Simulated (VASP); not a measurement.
# AlBiP3 (R3c) in VASP: single point with PBE

Aim: the single point of AlBiP3 with PBE.

Program: VASP 6.6.1. These are calculated values, not measurements. Logs are shortened: lines on timing, memory, paths and dates and some standing lists are left out, and cuts for length are marked.

## Step 1: The cell of the first run

The structure is trigonal, space group R3c (No. 161). Conventional cell: a = 6.129 Å, b = 6.129 Å, c = 15.271 Å, α = 90.00°, β = 90.00°, γ = 120.00°. Bi (site symmetry 3) has 9 P at 2.57 to 3.30 Å and 1 Al at 3.39 Å within 3.4 Å. Within 2.8 Å of P (site symmetry 1) lie 2 Al at 2.11 to 2.28 Å and 1 Bi at 2.57 Å. Al (site symmetry 3) has 6 P at 2.11 to 2.28 Å within 2.8 Å.

## Step 2: Single point, PBE

File INCAR:

```
SYSTEM = AlBiP3
ALGO = Normal
EDIFF = 1E-6
ENCUT = 520
GGA = PE
ISIF = 2
ISMEAR = -1
LASPH = .True.
LCHARG = .False.
LREAL = .False.
LWAVE = .False.
NBANDS = 44
NELM = 60
PREC = Accurate
SIGMA = 0.1
```

File KPOINTS:

```
k-points
0
Gamma
  7 7 7
  0 0 0
```

File POSCAR:

```
AlBiP3
1.0
    3.0645500000      5.3079510000      0.0000000000
   -3.0645500000      5.3079510000      0.0000000000
    0.0000000000     -3.5386340000      5.0903670000
Bi P Al
2 6 2
Direct
    0.0000000000      0.0000000000      0.0000000000
    0.5000000000      0.5000000000      0.5000000000
    0.4907000000      0.4354000000      0.8743000000
    0.9482000000      0.4907000000      0.8743000000
    0.4354000000      0.9482000000      0.8743000000
    0.4482000000      0.9354000000      0.3743000000
    0.9354000000      0.9907000000      0.3743000000
    0.9907000000      0.4482000000      0.3743000000
    0.2222000000      0.2222000000      0.6666000000
    0.7222000000      0.7222000000      0.1666000000
```

Potentials or basis: VASP PAW PBE potentials, release 64 (Bi_d, P, Al).

Launch:

```
> cat potpaw_PBE.64/Bi_d/POTCAR potpaw_PBE.64/P/POTCAR potpaw_PBE.64/Al/POTCAR > POTCAR
> mpirun -np 1 vasp_std > vasp.out
```

OUTCAR:

```text
SYSTEM = AlBiP3
   EDIFF = 1E-6
   ENCUT = 520
   GGA = PE
   ISIF = 2
   ISMEAR = -1
   LASPH = .True.
   LREAL = .False.
   NELM = 60
   PREC = Accurate

 ion  position               nearest neighbor table
   1  0.000  0.000  0.000-   7 2.57   8 2.57   6 2.57   4 2.97   5 2.97   3 2.97   5 3.30   4 3.30
                             3 3.30   9 3.39  10 3.64  10 3.64  10 3.64
   2  0.500  0.500  0.500-   3 2.57   4 2.57   5 2.57   8 2.97   6 2.97   7 2.97   6 3.30   8 3.30
                             7 3.30  10 3.39   9 3.64   9 3.64   9 3.64
   3  0.491  0.435  0.874-   9 2.11  10 2.28   2 2.57   1 2.97   1 3.30
   4  0.948  0.491  0.874-   9 2.11  10 2.28   2 2.57   1 2.97   1 3.30
   5  0.435  0.948  0.874-   9 2.11  10 2.28   2 2.57   1 2.97   1 3.30
   6  0.448  0.935  0.374-  10 2.11   9 2.28   1 2.57   2 2.97   2 3.30
   7  0.935  0.991  0.374-  10 2.11   9 2.28   1 2.57   2 2.97   2 3.30
   8  0.991  0.448  0.374-  10 2.11   9 2.28   1 2.57   2 2.97   2 3.30
   9  0.222  0.222  0.667-   3 2.11   5 2.11   4 2.11   7 2.28   8 2.28   6 2.28   1 3.39   2 3.64
                             2 3.64   2 3.64
  10  0.722  0.722  0.167-   7 2.11   6 2.11   8 2.11   3 2.28   4 2.28   5 2.28   2 3.39   1 3.64
                             1 3.64   1 3.64

  LATTYP: Found a trigonal (rhomboedric) cell.
 ALAT       =     6.1994988139
 COS(alpha) =     0.5112910909

  Lattice vectors:

 A1 = (   3.0645500000,   1.7693170000,   5.0903670000)
 A2 = (  -3.0645500000,   1.7693170000,   5.0903670000)
 A3 = (   0.0000000000,  -3.5386340000,   5.0903670000)

Analysis of symmetry for initial positions (statically):
=====================================================================
 Subroutine PRICEL returns:
 Original cell was already a primitive cell.

 Routine SETGRP: Setting up the symmetry group for a
 trigonal (rhombohedral) supercell.

 Subroutine GETGRP returns: Found  6 space group operations
 (whereof  3 operations were pure point group operations)
 out of a pool of 12 trial point group operations.

The static configuration has the point symmetry C_3 .
 The point group associated with its full space group is C_3v.

Analysis of symmetry for dynamics (positions and initial velocities):
=====================================================================
 Subroutine PRICEL returns:
 Original cell was already a primitive cell.

 Routine SETGRP: Setting up the symmetry group for a
 trigonal (rhombohedral) supercell.

 Subroutine GETGRP returns: Found  6 space group operations
 (whereof  3 operations were pure point group operations)
 out of a pool of 12 trial point group operations.

The dynamic configuration has the point symmetry C_3 .
 The point group associated with its full space group is C_3v.

 Subroutine INISYM returns: Found  6 space group operations
 (whereof  3 operations are pure point group operations),
 and found     1 'primitive' translations

----------------------------------------------------------------------------------------

                                     Primitive cell

  volume of cell :     165.6047

  direct lattice vectors                    reciprocal lattice vectors
     3.064550000  5.307951000  0.000000000     0.163156091  0.094198307  0.065483163
    -3.064550000  5.307951000  0.000000000    -0.163156091  0.094198307  0.065483163
     0.000000000 -3.538634000  5.090367000     0.000000000  0.000000000  0.196449490

  length of vectors
     6.129095408  6.129095408  6.199497301     0.199452440  0.199452440  0.196449490

  position of ions in fractional coordinates (direct lattice)
     0.000000000  0.000000000  0.000000000
     0.500000000  0.500000000  0.500000000
     0.490700000  0.435400000  0.874300000
     0.948200000  0.490700000  0.874300000
     0.435400000  0.948200000  0.874300000
     0.448200000  0.935400000  0.374300000
     0.935400000  0.990700000  0.374300000
     0.990700000  0.448200000  0.374300000
     0.222200000  0.222200000  0.666600000
     0.722200000  0.722200000  0.166600000

  ion indices of the primitive-cell ions
   primitive index   ion index
                 1           1
                 2           2
                 3           3
                 4           4
                 5           5
                 6           6
                 7           7
                 8           8
                 9           9
                10          10

----------------------------------------------------------------------------------------

 KPOINTS: k-points

Automatic generation of k-mesh.
 Grid dimensions read from file:
 generate k-points for:    7    7    7

 Generating k-lattice:

  Cartesian coordinates                     Fractional coordinates (reciprocal lattice)
     0.023308013  0.013456901  0.009354738     0.142857143  0.000000000 -0.000000000
    -0.023308013  0.013456901  0.009354738     0.000000000  0.142857143 -0.000000000
     0.000000000  0.000000000  0.028064213     0.000000000  0.000000000  0.142857143

  Length of vectors
     0.028493206  0.028493206  0.028064213

  Shift w.r.t. Gamma in fractional coordinates (k-lattice)
     0.000000000  0.000000000  0.000000000

 Subroutine IBZKPT returns following result:
 ===========================================

 Found     44 irreducible k-points:

 Following reciprocal coordinates:
            Coordinates               Weight
  0.000000  0.000000  0.000000      1.000000
  0.142857  0.000000  0.000000      6.000000
  0.285714  0.000000  0.000000      6.000000
  0.428571 -0.000000  0.000000      6.000000
  0.142857  0.142857  0.000000      6.000000
  0.285714  0.142857  0.000000     12.000000
[... 16 lines left out ...]
  0.142857  0.142857  0.142857      6.000000
  0.285714  0.142857  0.142857     12.000000
 [... further k-points ...]
   k-points           NKPTS =     44   k-points in BZ     NKDIM =     44   number of bands    NBANDS=     44
   number of dos      NEDOS =    301   number of ions     NIONS =     10
   total plane-waves  NPLWV = 110592
   dimension x,y,z NGX =    48 NGY =   48 NGZ =   48
   dimension x,y,z NGXF=    96 NGYF=   96 NGZF=   96
   ions per type =               2   6   2
   NGX,Y,Z   is equivalent  to a cutoff of  13.02, 13.02, 12.87 a.u.
   NGXF,Y,Z  is equivalent  to a cutoff of  26.04, 26.04, 25.74 a.u.
 SYSTEM =  AlBiP3
   PREC   = accura    normal or accurate (medium, high low for compatibility)
   ISTART =      0    job   : 0-new  1-cont  2-samecut
   ICHARG =      2    charge: 1-file 2-atom 10-const
   ISPIN  =      1    spin polarized calculation?
   LNONCOLLINEAR =      F non collinear calculations
   LSORBIT =      F    spin-orbit coupling
   LASPH  =      T    aspherical Exc in radial PAW
   ENCUT  =  520.0 eV  38.22 Ry    6.18 a.u.  11.40 11.40 11.53*2*pi/ulx,y,z
   NELM   =     60;   NELMIN=  2; NELMDL= -5     # of ELM steps
   EDIFF  = 0.1E-05   stopping-criterion for ELM
   LREAL  =      F    real-space projection
[... 7 lines left out ...]
   TEBEG  =    0.0;   TEEND  =   0.0 temperature during run
   PSTRESS=    0.0 pullay stress
   NELECT =      66.0000    total number of electrons
   NUPDOWN=      -1.0000    fix difference up-down
   EMIN   =  10.00;   EMAX   =-10.00  energy-range for DOS
   EFERMI =   0.00;   METHOD = LEGACY
   ISMEAR =    -1;   SIGMA  =   0.10  broadening in eV -4-tet -1-fermi 0-gaus
   EFERMI_NEDOS =   21; number of points for ismear=-14 and -15
   IALGO  =     38    algorithm
   IMIX   =      4    mixing-type and parameters
     AMIX     =   0.40;   BMIX     =  1.00
     AMIX_MAG =   1.60;   BMIX_MAG =  1.00
  volume/ion in A,a.u.               =      16.56       111.76
  Fermi-wavevector in a.u.,A,eV,Ry     =   1.204755  2.276656 19.747952  1.451434
  Thomas-Fermi vector in A             =   2.340471
   LORBIT       =      0    0 simple, 1 ext, 2 COOP (PROOUT), +10 PAW based schemes
   GGA     = PE    functional components
[... 5 lines left out ...]
 non-spin polarized calculation
  energy-cutoff  :      520.00
  volume of cell :      165.60
 maximum number of plane-waves:      4513
 NGX is ok and might be reduce to    48
   NGX = 23   NGY = 23   NGZ = 23

 number of electron      65.9999988 magnetization

 Free energy of the ion-electron system (eV)
  ---------------------------------------------------
  ext. energy  EPLUGINS =         0.00000000
  ---------------------------------------------------
  free energy    TOTEN  =       -38.67141339 eV

  energy without entropy =      -38.45672779  energy(sigma->0) =      -38.56407059

 E-fermi :   9.3753     XC(G=0): -11.0932

 val. band max:        9.3720804517   @ k =   0.2857   0.0000   0.0000
 cond. band min:       9.3822333352   @ k =   0.1429   0.1429   0.1429
 fundamental gap:      0.0101528835
 Fermi energy:         9.3753084608

 k-point     1 :       0.0000    0.0000    0.0000
  band No.  band energies     occupation
      1     -13.6139      2.00000
      2     -13.6139      2.00000
      3     -13.5990      2.00000
      4     -13.5989      2.00000
      5     -13.5701      2.00000
      6     -13.5655      2.00000
[... 36 lines left out ...]
     43      14.7570      0.00000
     44      14.9032      0.00000

 k-point     2 :       0.1429    0.0000    0.0000
  band No.  band energies     occupation
      1     -13.6129      2.00000
      2     -13.6128      2.00000
      3     -13.5992      2.00000
      4     -13.5991      2.00000
      5     -13.5692      2.00000
      6     -13.5648      2.00000
[... 36 lines left out ...]
     43      14.0681      0.00000
     44      14.5914      0.00000

 k-point     3 :       0.2857    0.0000    0.0000
  band No.  band energies     occupation
      1     -13.6101      2.00000
      2     -13.6100      2.00000
      3     -13.6003      2.00000
      4     -13.6002      2.00000
      5     -13.5668      2.00000
      6     -13.5629      2.00000
[... 36 lines left out ...]
     43      14.2061      0.00000
     44      14.6456      0.00000

 k-point     4 :       0.4286   -0.0000    0.0000
  band No.  band energies     occupation
      1     -13.6065      2.00000
      2     -13.6064      2.00000
      3     -13.6026      2.00000
      4     -13.6026      2.00000
      5     -13.5637      2.00000
      6     -13.5616      2.00000
[... 882 lines left out ...]
     43      14.1031      0.00000
     44      14.5607      0.00000

 k-point    23 :       0.1429    0.1429    0.1429
  band No.  band energies     occupation
      1     -13.6124      2.00000
      2     -13.6083      2.00000
      3     -13.6017      2.00000
      4     -13.5980      2.00000
      5     -13.5671      2.00000
      6     -13.5648      2.00000
[... 36 lines left out ...]
     43      13.9929      0.00000
     44      14.2708      0.00000

 k-point    24 :       0.2857    0.1429    0.1429
  band No.  band energies     occupation
      1     -13.6116      2.00000
      2     -13.6052      2.00000
      3     -13.6038      2.00000
      4     -13.5981      2.00000
      5     -13.5655      2.00000
      6     -13.5642      2.00000
[... 36 lines left out ...]
     43      14.2562      0.00000
     44      14.5380      0.00000

 [... further k-points ...]
[... 5 lines left out ...]
  --------------------------------------------------------------------------------------
  -------------------------------------------------------------------------------------
  Total       36.9744557     36.9743818     38.4597938      0.0000000     -0.0000000      0.0000000
  in kB      357.7170699    357.7163552    372.0872831      0.0000000     -0.0000000      0.0000000
  external PRESSURE =     362.5069027 kB  Pullay stress =       0.0000000 kB

 VOLUME and BASIS-vectors are now :
 -----------------------------------------------------------------------------
  energy-cutoff  :      520.00
  volume of cell :      165.60
      direct lattice vectors                 reciprocal lattice vectors
     3.064550000  5.307951000  0.000000000     0.163156091  0.094198307  0.065483163
    -3.064550000  5.307951000  0.000000000    -0.163156091  0.094198307  0.065483163
     0.000000000 -3.538634000  5.090367000     0.000000000  0.000000000  0.196449490

 POSITION                                       TOTAL-FORCE (eV/Angst)
 -----------------------------------------------------------------------------------
      0.00000      0.00000      0.00000        -0.000000     -0.000000     -2.990747
      0.00000      3.53863      2.54518        -0.000000      0.000000     -2.990747
      0.16947      1.82187      4.45051         0.591350      1.094756      1.684895
      1.40203      4.54378      4.45051        -1.243763     -0.035254      1.684895
     -1.57150      4.25025      4.45051         0.652412     -1.059502      1.684895
     -1.49305      6.01957      1.90532        -0.652412     -1.059502      1.684895
     -0.16947      8.89913      1.90532        -0.591350      1.094756      1.684895
      1.66252      6.31310      1.90532         1.243763     -0.035254      1.684895
      0.00000      0.00000      3.39324        -0.000000     -0.000000     -2.063939
      0.00000      7.07727      0.84806        -0.000000     -0.000000     -2.063939
 -----------------------------------------------------------------------------------
    total drift:                               -0.000000      0.000038     -0.000779

  FREE ENERGIE OF THE ION-ELECTRON SYSTEM (eV)
  ---------------------------------------------------
  free  energy   TOTEN  =       -38.6714133887 eV

  energy  without entropy=      -38.4567277926  energy(sigma->0) =      -38.56407059
```

Run time: 4.8 min. Hardware: 1 thread of Intel Xeon Platinum 8375C at 2.90GHz (Ice Lake), shared host; peak memory 0.48 GiB.

What came out:

```
Free energy            : -38.6714 eV
Pressure               : 36.3 GPa
Largest force          : 2.991 eV/Å
Band gap on the k mesh : zero (band 33 reaches 9.86 eV, above the bottom of band 34 at 8.95 eV)
```

Forces in eV/Å, atoms in the order of the input:
```
Bi   0.000  0.000 -2.991
Bi   0.000  0.000 -2.991
P    0.591  1.095  1.685
P   -1.244 -0.035  1.685
P    0.652 -1.060  1.685
P   -0.652 -1.060  1.685
P   -0.591  1.095  1.685
P    1.244 -0.035  1.685
Al   0.000  0.000 -2.064
Al   0.000  0.000 -2.064
```

Caveat: spin-orbit coupling is left out, which moves the levels of the heavy elements; forces of over 1 eV/Å act on the atoms, so gaps and moduli don't describe the material at rest.
